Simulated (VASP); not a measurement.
# Cd3Te2 (P6_3/mmc) in VASP: relaxation of cell and atoms with PBE

Aim: the relaxation of cell and atoms of Cd3Te2 with PBE.

All numbers are computed with VASP 6.6.1; they aren't measurements. Logs are shortened: lines on timing, memory, paths and dates and some standing lists are left out, and cuts for length are marked.

### 1 The cell of the first run

The structure is hexagonal, space group P6_3/mmc (No. 194). The conventional cell has a = 4.621 Å, b = 4.621 Å, c = 13.819 Å, α = 90.00°, β = 90.00°, γ = 120.00°. Cd (site symmetry -6m2) has 6 Te at 3.05 Å and 6 Cd at 3.65 Å within 4.0 Å. Within 3.8 Å of Cd (site symmetry 3m) lie 4 Te at 2.85 to 2.94 Å and 6 Cd at 3.30 to 3.65 Å. Te (site symmetry 3m) has 7 Cd at 2.85 to 3.05 Å and 1 Te at 2.96 Å within 3.8 Å.

### 2 Relaxation of cell and atoms, PBE

The input, INCAR:

```
  ALGO = Fast
  EDIFF = 1E-6
  EDIFFG = -0.08
  ENCUT = 600
  GGA = PE
  IBRION = 2
  ISIF = 3
  ISMEAR = 0
  LASPH = T
  LCHARG = F
  LREAL = F
  LWAVE = F
  NELM = 100
  NSW = 36
  PREC = Accurate
  SIGMA = 0.2
```

The input, KPOINTS:

```
k-points
0
Gamma
  4 4 2
```

The input, POSCAR:

```
Cd3Te2
1.0
    4.6212248900      0.0000000000      0.0000000000
   -2.3106124500      4.0020981500      0.0000000000
    0.0000000000      0.0000000000     13.8188910900
Cd Te
6 4
Direct
    0.0000000000      0.0000000000      0.2500000000
    0.0000000000      0.0000000000      0.7500000000
    0.3333333300      0.6666666700      0.9300000100
    0.6666666700      0.3333333300      0.4300000100
    0.3333333300      0.6666666700      0.5699999900
    0.6666666700      0.3333333300      0.0699999900
    0.3333333300      0.6666666700      0.1430000100
    0.6666666700      0.3333333300      0.6430000100
    0.3333333300      0.6666666700      0.3569999900
    0.6666666700      0.3333333300      0.8569999900
```

Potentials or basis: VASP PAW PBE potentials, release 64 (Cd, Te).

Command:

```console
$ cat potpaw_PBE.64/Cd/POTCAR potpaw_PBE.64/Te/POTCAR > POTCAR
$ mpirun -np 1 vasp_std > vasp.out
```

OUTCAR:

```text
EDIFF = 1E-6
   EDIFFG = -0.08
   ENCUT = 600
   GGA = PE
   IBRION = 2
   ISIF = 3
   ISMEAR = 0
   LASPH = T
   LREAL = F
   NELM = 100
   NSW = 36
   PREC = Accurate

 ion  position               nearest neighbor table
   1  0.000  0.000  0.250-   7 3.05   9 3.05   7 3.05   9 3.05   7 3.05   9 3.05   4 3.65   6 3.65
                             4 3.65   6 3.65   4 3.65   6 3.65
   2  0.000  0.000  0.750-   8 3.05  10 3.05   8 3.05  10 3.05   8 3.05  10 3.05   3 3.65   5 3.65
                             3 3.65   5 3.65   3 3.65   5 3.65
   3  0.333  0.667  0.930-  10 2.85  10 2.85  10 2.85   7 2.94   6 3.30   6 3.30   6 3.30   2 3.65
                             2 3.65   2 3.65
   4  0.667  0.333  0.430-   9 2.85   9 2.85   9 2.85   8 2.94   5 3.30   5 3.30   5 3.30   1 3.65
                             1 3.65   1 3.65
   5  0.333  0.667  0.570-   8 2.85   8 2.85   8 2.85   9 2.94   4 3.30   4 3.30   4 3.30   2 3.65
                             2 3.65   2 3.65
   6  0.667  0.333  0.070-   7 2.85   7 2.85   7 2.85  10 2.94   3 3.30   3 3.30   3 3.30   1 3.65
                             1 3.65   1 3.65
   7  0.333  0.667  0.143-   6 2.85   6 2.85   6 2.85   3 2.94   9 2.96   1 3.05   1 3.05   1 3.05

   8  0.667  0.333  0.643-   5 2.85   5 2.85   5 2.85   4 2.94  10 2.96   2 3.05   2 3.05   2 3.05

   9  0.333  0.667  0.357-   4 2.85   4 2.85   4 2.85   5 2.94   7 2.96   1 3.05   1 3.05   1 3.05

  10  0.667  0.333  0.857-   3 2.85   3 2.85   3 2.85   6 2.94   8 2.96   2 3.05   2 3.05   2 3.05

  LATTYP: Found a hexagonal cell.
 ALAT       =     4.6212248900
 C/A-ratio  =     2.9903091537

  Lattice vectors:

 A1 = (   4.6212248900,   0.0000000000,   0.0000000000)
 A2 = (  -2.3106124500,   4.0020981500,   0.0000000000)
 A3 = (   0.0000000000,   0.0000000000,  13.8188910900)

Analysis of symmetry for initial positions (statically):
=====================================================================
 Subroutine PRICEL returns:
 Original cell was already a primitive cell.

 Routine SETGRP: Setting up the symmetry group for a
 hexagonal supercell.

 Subroutine GETGRP returns: Found 24 space group operations
 (whereof 12 operations were pure point group operations)
 out of a pool of 24 trial point group operations.

The static configuration has the point symmetry D_3d.
 The point group associated with its full space group is D_6h.

Analysis of symmetry for dynamics (positions and initial velocities):
=====================================================================
 Subroutine PRICEL returns:
 Original cell was already a primitive cell.

 Routine SETGRP: Setting up the symmetry group for a
 hexagonal supercell.

 Subroutine GETGRP returns: Found 24 space group operations
 (whereof 12 operations were pure point group operations)
 out of a pool of 24 trial point group operations.

The dynamic configuration has the point symmetry D_3d.
 The point group associated with its full space group is D_6h.

 Subroutine INISYM returns: Found 24 space group operations
 (whereof 12 operations are pure point group operations),
 and found     1 'primitive' translations

[... 103 lines left out ...]
   PSTRESS=    0.0 pullay stress
   NELECT =      96.0000    total number of electrons
   NUPDOWN=      -1.0000    fix difference up-down
   EMIN   =  10.00;   EMAX   =-10.00  energy-range for DOS
   EFERMI =   0.00;   METHOD = LEGACY
   ISMEAR =     0;   SIGMA  =   0.20  broadening in eV -4-tet -1-fermi 0-gaus
   EFERMI_NEDOS =   21; number of points for ismear=-14 and -15
   IALGO  =     68    algorithm
   IMIX   =      4    mixing-type and parameters
     AMIX     =   0.40;   BMIX     =  1.00
     AMIX_MAG =   1.60;   BMIX_MAG =  1.00
  volume/ion in A,a.u.               =      25.56       172.47
  Fermi-wavevector in a.u.,A,eV,Ry     =   1.181207  2.232157 18.983518  1.395249
  Thomas-Fermi vector in A             =   2.317485
   LORBIT       =      0    0 simple, 1 ext, 2 COOP (PROOUT), +10 PAW based schemes
   GGA     = PE    functional components
   LHFCALC =     F    Hartree Fock is set to
   AEXX    =    0.0000 exact exchange contribution
   IVDW    =     0    specifies the selected vdW correction
   LEPSILON=     F    determine dielectric tensor
   LRPA    =     F    only Hartree local field effects (RPA)
 conjugate gradient relaxation of ions
 non-spin polarized calculation
 RMM-DIIS sequential band-by-band and
 Gauss-broadening in eV      SIGMA  =   0.20
  energy-cutoff  :      600.00
  volume of cell :      255.57
 maximum number of plane-waves:      8552
 NGX is ok and might be reduce to    40
   NGX = 19   NGY = 19   NGZ = 55

--------------------------------------- Ionic step        1  -------------------------------------------

 number of electron      95.9999999 magnetization

 Free energy of the ion-electron system (eV)
  ---------------------------------------------------
  ext. energy  EPLUGINS =         0.00000000
  ---------------------------------------------------
  free energy    TOTEN  =       -15.67669971 eV

  energy without entropy =      -15.59800524  energy(sigma->0) =      -15.63735248

 E-fermi :   5.5605     XC(G=0): -10.0920

 val. band max:        5.5324538115   @ k =   0.2500   0.2500   0.5000
 cond. band min:       5.6300388974   @ k =   0.5000   0.0000   0.0000
 fundamental gap:      0.0975850858
 Fermi energy:         5.5605459894

 k-point     1 :       0.0000    0.0000    0.0000
  band No.  band energies     occupation
      1      -8.3023      2.00000
      2      -8.1161      2.00000
      3      -7.0809      2.00000
      4      -6.7908      2.00000
      5      -4.3718      2.00000
      6      -4.3405      2.00000
[... 594 lines left out ...]
  FREE ENERGIE OF THE ION-ELECTRON SYSTEM (eV)
  ---------------------------------------------------
  free  energy   TOTEN  =       -18.0912439920 eV

  energy  without entropy=      -18.0487189849  energy(sigma->0) =      -18.06998149

[... ionic steps 4 to 11 ...]

--------------------------------------- Ionic step       12  -------------------------------------------

 number of electron      95.9999995 magnetization

------------------------ aborting loop because EDIFF is reached ----------------------------------------
[... 83 lines left out ...]
--------------------------------------- Ionic step       14  -------------------------------------------

 number of electron      95.9999993 magnetization

 Free energy of the ion-electron system (eV)
  ---------------------------------------------------
  ext. energy  EPLUGINS =         0.00000000
  ---------------------------------------------------
  free energy    TOTEN  =       -18.73973133 eV

  energy without entropy =      -18.71619213  energy(sigma->0) =      -18.72796173

 E-fermi :   2.5577     XC(G=0):  -8.6909

 val. band max:        2.1301054236   @ k =   0.2500   0.0000   0.5000
 cond. band min:       2.5613775489   @ k =   0.2500   0.0000   0.0000
 fundamental gap:      0.4312721253
 Fermi energy:         2.5576793538

 k-point     1 :       0.0000    0.0000    0.0000
  band No.  band energies     occupation
      1      -9.1588      2.00000
      2      -9.0884      2.00000
      3      -8.9567      2.00000
      4      -8.8828      2.00000
      5      -6.4925      2.00000
      6      -6.4925      2.00000
[... 506 lines left out ...]
  FREE ENERGIE OF THE ION-ELECTRON SYSTEM (eV)
  ---------------------------------------------------
  free  energy   TOTEN  =       -18.7397313284 eV

  energy  without entropy=      -18.7161921345  energy(sigma->0) =      -18.72796173

 reached required accuracy - stopping structural energy minimisation
```

It took 27 min on 1 thread of Intel Xeon Platinum 8488C (Sapphire Rapids), shared host; peak memory 0.51 GiB.

What came out:

```yaml
Free_energy: -18.7397 eV
Relaxed_volume: 34.01 Å³/atom
Relaxed_cell: a = 4.795 Å, b = 4.795 Å, c = 17.075 Å, α = 90.00°, β = 90.00°, γ = 120.00°
Space_group_after_relaxing_to_0.05_Å: P6_3/mmc (No. 194)
Energy_gained_by_relaxing: 306.3 meV/atom
Ionic_steps: 14
Pressure_after_relaxing: 0.2 GPa
Largest_force_after_relaxing: 0.079 eV/Å
Band_gap_on_the_k_mesh: zero (band 48 reaches 2.56 eV, above the bottom of band 49 at 2.12 eV)
```

Forces in eV/Å, atoms in the order of the input:
```
Cd   0.000  0.000  0.000
Cd   0.000  0.000  0.000
Cd   0.000  0.000  0.079
Cd   0.000  0.000  0.079
Cd   0.000  0.000 -0.079
Cd   0.000  0.000 -0.079
Te   0.000  0.000  0.025
Te   0.000  0.000  0.025
Te   0.000  0.000 -0.025
Te   0.000  0.000 -0.025
```

The path:
| step | energy change (eV) | largest force (eV/Å) | pressure (GPa) | volume (Å³) |
| --- | --- | --- | --- | --- |
| 1 | 0.0000 | 1.7164 | 12.27 | 255.57 |
| 2 | -2.3790 | 0.8525 | -1.71 | 334.75 |
| 3 | -2.4145 | 0.8763 | -0.64 | 322.44 |
| 4 | -2.4150 | 0.8716 | -0.79 | 323.88 |
| 5 | -2.6119 | 0.6772 | -0.31 | 320.10 |
| 6 | -2.8223 | 0.3221 | 1.12 | 312.29 |
| 7 | -2.8337 | 0.1856 | 1.76 | 309.49 |
| 8 | -2.9586 | 0.1589 | 0.86 | 320.29 |
| 9 | -3.0345 | 0.1531 | -0.08 | 335.11 |
| 10 | -3.0414 | 0.1570 | -0.34 | 340.13 |
| 11 | -3.0419 | 0.1580 | -0.40 | 341.39 |
| 12 | -3.0591 | 0.0958 | -0.09 | 340.62 |
| 13 | -3.0630 | 0.0815 | 0.14 | 340.10 |
| 14 | -3.0630 | 0.0787 | 0.15 | 340.06 |

Final structure:
```
CELL_PARAMETERS angstrom
4.79545 0.00000 0.00000
-2.39772 4.15298 0.00000
0.00000 0.00000 17.07533
ATOMIC_POSITIONS crystal
Cd 0.00000 0.00000 0.25000
Cd 0.00000 0.00000 0.75000
Cd 0.33333 0.66667 0.93518
Cd 0.66667 0.33333 0.43518
Cd 0.33333 0.66667 0.56482
Cd 0.66667 0.33333 0.06482
Te 0.33333 0.66667 0.11550
Te 0.66667 0.33333 0.61550
Te 0.33333 0.66667 0.38450
Te 0.66667 0.33333 0.88450
```

Levels at points of the mesh, in eV from the Fermi level:
```
           k point  band 46  band 47  band 48  band 49  band 50  band 51
(0.00, 0.00, 0.00)    -1.21    -1.21    -0.57    -0.43     0.19     0.71
(0.50, 0.00, 0.00)    -1.73    -1.43    -0.81     0.80     1.09     1.18
(0.00, 0.00, 0.50)    -1.26    -0.65    -0.65    -0.44    -0.44     1.47
(0.50, 0.00, 0.50)    -1.96    -0.83    -0.83     0.76     0.76     1.31
```

Caveat: the k points lie up to 0.38 Å⁻¹ apart in the final cell; the volume moved by over 15 % at a fixed basis, so the end points are rough; spin-orbit coupling is left out, which moves the levels of the heavy elements; the relaxation stopped at a loose force limit of 0.08 eV/Å, so its end isn't a converged minimum.
